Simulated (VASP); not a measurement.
# Si3As (Im-3m) in VASP: further runs, part 2 of 2

VASP 6.6.1.

## Step 3: Relaxation of cell and atoms, PBE

This run uses another cell than the first one, of 17.09 Å³/atom, 0.997 times its volume.

The input, INCAR:

```
PREC = Accurate
ENCUT = 600
EDIFF = 1E-7
ISMEAR = 0
SIGMA = 0.1
LREAL = F
LASPH = T
NELM = 100
ALGO = Normal
ISIF = 3
LWAVE = F
LCHARG = F
GGA = PE
IBRION = 2
NSW = 100
EDIFFG = -0.01
```

The input, KPOINTS:

```
Automatic mesh
0
Gamma
  12 12 12
```

The input, POSCAR:

```
Si3As
1.0
   -2.5756389533      2.5756389533      2.5756389533
    2.5756389533     -2.5756389533      2.5756389533
    2.5756389533      2.5756389533     -2.5756389533
Si As
3 1
Direct
    0.0000000000      0.5000000000      0.5000000000
    0.5000000000      0.0000000000      0.5000000000
    0.5000000000      0.5000000000      0.0000000000
    0.0000000000      0.0000000000      0.0000000000
```

Potentials or basis: VASP PAW PBE potentials, release 64 (Si, As).

The run is started by

```
> cat potpaw_PBE.64/Si/POTCAR potpaw_PBE.64/As/POTCAR > POTCAR
> mpirun -np 1 vasp_std > vasp.out
```

OUTCAR:

```text
PREC = Accurate
   ENCUT = 600
   EDIFF = 1E-7
   ISMEAR = 0
   LREAL = F
   LASPH = T
   NELM = 100
   ISIF = 3
   GGA = PE
   IBRION = 2
   NSW = 100
   EDIFFG = -0.01

 ion  position               nearest neighbor table
   1  0.000  0.500  0.500-   2 2.58   3 2.58   4 2.58   4 2.58   3 2.58   2 2.58
   2  0.500  0.000  0.500-   1 2.58   3 2.58   4 2.58   3 2.58   4 2.58   1 2.58
   3  0.500  0.500  0.000-   1 2.58   2 2.58   4 2.58   2 2.58   1 2.58   4 2.58
   4  0.000  0.000  0.000-   1 2.58   2 2.58   3 2.58   1 2.58   2 2.58   3 2.58

  LATTYP: Found a body centered cubic cell.
 ALAT       =     5.1512779066

  Lattice vectors:

 A1 = (  -2.5756389533,   2.5756389533,   2.5756389533)
 A2 = (   2.5756389533,  -2.5756389533,   2.5756389533)
 A3 = (   2.5756389533,   2.5756389533,  -2.5756389533)

Analysis of symmetry for initial positions (statically):
=====================================================================
 Subroutine PRICEL returns:
 Original cell was already a primitive cell.

 Routine SETGRP: Setting up the symmetry group for a
 body centered cubic supercell.

 Subroutine GETGRP returns: Found 48 space group operations
 (whereof 48 operations were pure point group operations)
 out of a pool of 48 trial point group operations.

The static configuration has the point symmetry O_h .

Analysis of symmetry for dynamics (positions and initial velocities):
=====================================================================
 Subroutine PRICEL returns:
 Original cell was already a primitive cell.

 Routine SETGRP: Setting up the symmetry group for a
 body centered cubic supercell.

 Subroutine GETGRP returns: Found 48 space group operations
 (whereof 48 operations were pure point group operations)
 out of a pool of 48 trial point group operations.

The dynamic configuration has the point symmetry O_h .

 Subroutine INISYM returns: Found 48 space group operations
 (whereof 48 operations are pure point group operations),
 and found     1 'primitive' translations

----------------------------------------------------------------------------------------

                                     Primitive cell

  volume of cell :      68.3463

  direct lattice vectors                    reciprocal lattice vectors
    -2.575638953  2.575638953  2.575638953     0.000000000  0.194126587  0.194126587
     2.575638953 -2.575638953  2.575638953     0.194126587  0.000000000  0.194126587
     2.575638953  2.575638953 -2.575638953     0.194126587  0.194126587  0.000000000

  length of vectors
     4.461137529  4.461137529  4.461137529     0.274536453  0.274536453  0.274536453

  position of ions in fractional coordinates (direct lattice)
     0.000000000  0.500000000  0.500000000
     0.500000000  0.000000000  0.500000000
     0.500000000  0.500000000  0.000000000
     0.000000000  0.000000000  0.000000000

  ion indices of the primitive-cell ions
   primitive index   ion index
                 1           1
                 2           2
                 3           3
                 4           4

----------------------------------------------------------------------------------------

[... 61 lines left out ...]
   ISTART =      0    job   : 0-new  1-cont  2-samecut
   ICHARG =      2    charge: 1-file 2-atom 10-const
   ISPIN  =      1    spin polarized calculation?
   LNONCOLLINEAR =      F non collinear calculations
   LSORBIT =      F    spin-orbit coupling
   LASPH  =      T    aspherical Exc in radial PAW
   ENCUT  =  600.0 eV  44.10 Ry    6.64 a.u.   8.91  8.91  8.91*2*pi/ulx,y,z
   NELM   =    100;   NELMIN=  2; NELMDL= -5     # of ELM steps
   EDIFF  = 0.1E-06   stopping-criterion for ELM
   LREAL  =      F    real-space projection
   EDIFFG = -.1E-01   stopping-criterion for IOM
   NSW    =    100    number of steps for IOM
   IBRION =      2    ionic relax: 0-MD 1-quasi-New 2-CG
   NFREE  =      1    steps in history (QN), initial steepest desc. (CG)
   ISIF   =      3    stress and relaxation
   ISYM   =      2    0-nonsym 1-usesym 2-fastsym
   POTIM  = 0.5000    time-step for ionic-motion
   TEBEG  =    0.0;   TEEND  =   0.0 temperature during run
   PSTRESS=    0.0 pullay stress
   NELECT =      17.0000    total number of electrons
   NUPDOWN=      -1.0000    fix difference up-down
   EMIN   =  10.00;   EMAX   =-10.00  energy-range for DOS
   EFERMI =   0.00;   METHOD = LEGACY
   ISMEAR =     0;   SIGMA  =   0.10  broadening in eV -4-tet -1-fermi 0-gaus
   EFERMI_NEDOS =   21; number of points for ismear=-14 and -15
   IALGO  =     38    algorithm
   IMIX   =      4    mixing-type and parameters
     AMIX     =   0.40;   BMIX     =  1.00
     AMIX_MAG =   1.60;   BMIX_MAG =  1.00
  volume/ion in A,a.u.               =      17.09       115.31
  Fermi-wavevector in a.u.,A,eV,Ry     =   1.029563  1.945591 14.422168  1.059999
  Thomas-Fermi vector in A             =   2.163617
   LORBIT       =      0    0 simple, 1 ext, 2 COOP (PROOUT), +10 PAW based schemes
   GGA     = PE    functional components
   LHFCALC =     F    Hartree Fock is set to
   AEXX    =    0.0000 exact exchange contribution
   IVDW    =     0    specifies the selected vdW correction
   LEPSILON=     F    determine dielectric tensor
   LRPA    =     F    only Hartree local field effects (RPA)
 conjugate gradient relaxation of ions
 non-spin polarized calculation
 Gauss-broadening in eV      SIGMA  =   0.10
  energy-cutoff  :      600.00
  volume of cell :       68.35
 maximum number of plane-waves:      2318
   NGX = 17   NGY = 17   NGZ = 17

--------------------------------------- Ionic step        1  -------------------------------------------

 number of electron      17.0000001 magnetization

 Free energy of the ion-electron system (eV)
  ---------------------------------------------------
  ext. energy  EPLUGINS =         0.00000000
  ---------------------------------------------------
  free energy    TOTEN  =       -19.83433589 eV

  energy without entropy =      -19.82562781  energy(sigma->0) =      -19.82998185

------------------------ aborting loop because EDIFF is reached ----------------------------------------

  FORCE on cell =-STRESS in cart. coord.  units (eV):
  Direction    XX          YY          ZZ          XY          YZ          ZX
  --------------------------------------------------------------------------------------
  -------------------------------------------------------------------------------------
  Total        0.1856232      0.1856232      0.1856232      0.0000000      0.0000000     -0.0000000
  in kB        4.3513887      4.3513887      4.3513887      0.0000000      0.0000000     -0.0000000
  external PRESSURE =       4.3513887 kB  Pullay stress =       0.0000000 kB
[... 63 lines left out ...]
--------------------------------------- Ionic step        3  -------------------------------------------

 number of electron      17.0000001 magnetization

 Free energy of the ion-electron system (eV)
  ---------------------------------------------------
  ext. energy  EPLUGINS =         0.00000000
  ---------------------------------------------------
  free energy    TOTEN  =       -19.83474570 eV

  energy without entropy =      -19.82603499  energy(sigma->0) =      -19.83039035

 E-fermi :   7.4946     XC(G=0): -10.5510

 val. band max:        7.4896587112   @ k =   0.5000   0.5000   0.4167
 cond. band min:       7.4982918468   @ k =   0.4167   0.0833   0.0833
 fundamental gap:      0.0086331356
 Fermi energy:         7.4945817252

 k-point     1 :       0.0000    0.0000    0.0000
  band No.  band energies     occupation
      1      -6.3507      2.00000
      2       0.8824      2.00000
      3       3.8171      2.00000
      4       3.8171      2.00000
      5       3.8171      2.00000
      6       3.8875      2.00000
      7       3.8875      2.00000
      8       4.7499      2.00000
      9       4.7499      2.00000
     10       4.7499      2.00000
     11       9.3585      0.00000
     12       9.3585      0.00000
[... 331 lines left out ...]
 k-point    24 :       0.4167    0.0833    0.0833
  band No.  band energies     occupation
      1      -4.5194      2.00000
      2      -2.6511      2.00000
      3      -0.1675      2.00000
      4       0.6248      2.00000
      5       3.9284      2.00000
      6       4.7124      2.00000
      7       6.6561      2.00000
      8       7.4983      0.95815
      9       8.0835      0.00000
     10       8.4157      0.00000
     11       9.4836      0.00000
     12      10.1060      0.00000

 [... further k-points ...]

------------------------ aborting loop because EDIFF is reached ----------------------------------------

  FORCE on cell =-STRESS in cart. coord.  units (eV):
  Direction    XX          YY          ZZ          XY          YZ          ZX
  --------------------------------------------------------------------------------------
  -------------------------------------------------------------------------------------
  Total        0.0026084      0.0026084      0.0026084      0.0000000     -0.0000000      0.0000000
  in kB        0.0608734      0.0608734      0.0608734      0.0000000     -0.0000000      0.0000000
  external PRESSURE =       0.0608734 kB  Pullay stress =       0.0000000 kB
[... 19 lines left out ...]
  FREE ENERGIE OF THE ION-ELECTRON SYSTEM (eV)
  ---------------------------------------------------
  free  energy   TOTEN  =       -19.8347457002 eV

  energy  without entropy=      -19.8260349909  energy(sigma->0) =      -19.83039035

 reached required accuracy - stopping structural energy minimisation
```

It took 88 s on 1 thread of Intel Xeon Platinum 8259CL at 2.50GHz (Skylake/Cascade Lake), shared host; peak memory 0.25 GiB.

What came out:

| Item | Value |
| --- | --- |
| Free energy | -19.8347 eV |
| Relaxed volume | 17.16 Å³/atom |
| Relaxed cell | a = 4.468 Å, b = 4.468 Å, c = 4.468 Å, α = 109.47°, β = 109.47°, γ = 109.47° |
| Space group after relaxing (to 0.05 Å) | Im-3m (No. 229) |
| Energy gained by relaxing | 0.1 meV/atom |
| Ionic steps | 3 |
| Pressure after relaxing | 0.0 GPa |

Step by step:
```csv
step,energy change (eV),largest force (eV/Å),pressure (GPa),volume (Å³)
1,0.0000,0.0000,0.44,68.35
2,-0.0003,0.0000,-0.21,68.81
3,-0.0004,0.0000,0.01,68.65
```

Final structure:
```yaml
crystal:
  lattice:
    - [-2.57947, 2.57947, 2.57947]
    - [2.57947, -2.57947, 2.57947]
    - [2.57947, 2.57947, -2.57947]
  atoms:
    - { symbol: Si, position: [0.00000, 0.50000, 0.50000] }
    - { symbol: Si, position: [0.50000, 0.00000, 0.50000] }
    - { symbol: Si, position: [0.50000, 0.50000, 0.00000] }
    - { symbol: As, position: [0.00000, 0.00000, 0.00000] }
```

Levels at points of the mesh, in eV from the Fermi level:
```tsv
k point	band 4	band 5	band 6	band 7	band 8	band 9	band 10	band 11	band 12
(0.00, 0.00, 0.00)	-3.68	-3.68	-3.61	-3.61	-2.74	-2.74	-2.74	1.86	1.86
(0.50, 0.00, 0.00)	-6.10	-4.59	-3.77	-0.98	-0.12	0.57	0.81	2.26	3.02
(0.50, 0.50, 0.50)	-6.59	-6.59	-6.59	-0.07	-0.07	-0.07	1.40	5.42	5.42
```

## Step 4: Single point, PBE

This run uses another cell than the first one, of 17.09 Å³/atom, 0.997 times its volume.

The input, INCAR:

```
SYSTEM = Si3As
PREC = Accurate ; ENCUT = 520
EDIFF = 1E-6 ; ISMEAR = 0
SIGMA = 0.1 ; LREAL = .False.
LASPH = .True. ; NELM = 100
ALGO = Normal ; ISIF = 2
LWAVE = .False. ; LCHARG = .False.
GGA = PE ; NBANDS = 16
```

The input, KPOINTS:

```
regular mesh
0
Gamma
  4 4 4
  0 0 0
```

POSCAR is that of step 3.

The run is started by

```
> cat potpaw_PBE.64/Si/POTCAR potpaw_PBE.64/As/POTCAR > POTCAR
> mpirun -np 1 vasp_std > vasp.out
```

It took 9.6 s on 1 thread of Intel Xeon Platinum 8259CL at 2.50GHz (Skylake/Cascade Lake), shared host; peak memory 0.2 GiB.

It converged, with:

```
Free energy : -19.6657 eV
Pressure    : 0.1 GPa
```

Levels at points of the mesh, in eV from the Fermi level:
```tsv
k point	band 6	band 7	band 8	band 9	band 10	band 11
(0.00, 0.00, 0.00)	-3.35	-3.35	-2.50	-2.50	-2.50	2.08
(0.50, 0.00, 0.00)	-3.54	-0.77	0.11	0.79	1.04	2.50
(0.50, 0.50, 0.50)	-6.39	0.15	0.15	0.15	1.68	5.65
```

Caveat: the k points lie up to 0.43 Å⁻¹ apart.

## Step 5: Summary

```tsv
task	cell	k mesh	cutoff (eV)	gap on the mesh (eV)	pressure (GPa)
single point	a = 4.466 Å, angles 109.5°, 4 atoms	12 × 12 × 12	520	none	0.1
relaxation of cell and atoms	relaxed from a = 4.461 Å, angles 109.5°, 4 atoms	12 × 12 × 12	600	none	0.0
single point	a = 4.461 Å, angles 109.5°, 4 atoms	4 × 4 × 4	520	none	0.1
```

Alike in all rows: level PBE; potentials or basis VASP PAW PBE potentials, release 64 (Si, As); no spin polarisation; smearing gaussian 0.1 eV.

Caveats: some runs use coarse meshes.

Absolute energies hang on the potentials; compare differences alone.
